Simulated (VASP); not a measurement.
A run of VASP 6.6.1:

Contents of INCAR:

```
SYSTEM = Sn
PREC     = Accurate       ! precision mode
ENCUT    = 520            ! plane-wave cutoff, eV
EDIFF    = 1E-6           ! SCF threshold, eV
ISMEAR   = -1             ! smearing method
SIGMA    = 0.02           ! smearing width, eV
LREAL    = .False.        ! projectors in reciprocal space
LASPH    = .True.         ! aspherical terms in the spheres
NELM     = 150            ! most SCF steps
ALGO     = Normal         ! electronic algorithm
ISIF     = 2              ! what is computed and relaxed
LWAVE    = .False.        ! write WAVECAR
LCHARG   = .False.        ! write CHGCAR
LNONCOLLINEAR= .True.         ! non-collinear magnetism
MAGMOM   = 0 0 0 0 0 0    ! initial moments
LORBIT   = 11             ! projections on sites
LSORBIT  = .True.         ! spin-orbit coupling
GGA_COMPAT= .False.      
LORBMOM  = .True.       
GGA      = PE             ! functional
NBANDS   = 40             ! bands
```

File KPOINTS:

```
regular mesh
0
Gamma
  6 6 6
  0 0 0
```

The input POSCAR:

```
Sn
1.0
    0.0000000000      3.2844597764      3.2844597764
    3.2844597764      0.0000000000      3.2844597764
    3.2844597764      3.2844597764      0.0000000000
Sn
2
Direct
    0.0000000000      0.0000000000      0.0000000000
    0.2500000000      0.2500000000      0.2500000000
```

Potentials or basis: VASP PAW PBE potentials, release 64 (Sn_d).

The run is started by

```console
$ cat potpaw_PBE.64/Sn_d/POTCAR > POTCAR
$ mpirun -np 1 vasp_ncl > vasp.out
```

Hardware: 1 thread of Intel(R) Xeon(R) 6975P-C (Granite Rapids) (shared host).

Question: Estimate the wall time of this run.

Answer: Run time: 96 s on 1 thread of Intel(R) Xeon(R) 6975P-C (Granite Rapids), with other jobs on the host, peak memory 0.38 GiB. Counts: scf iterations 13, k points 16.
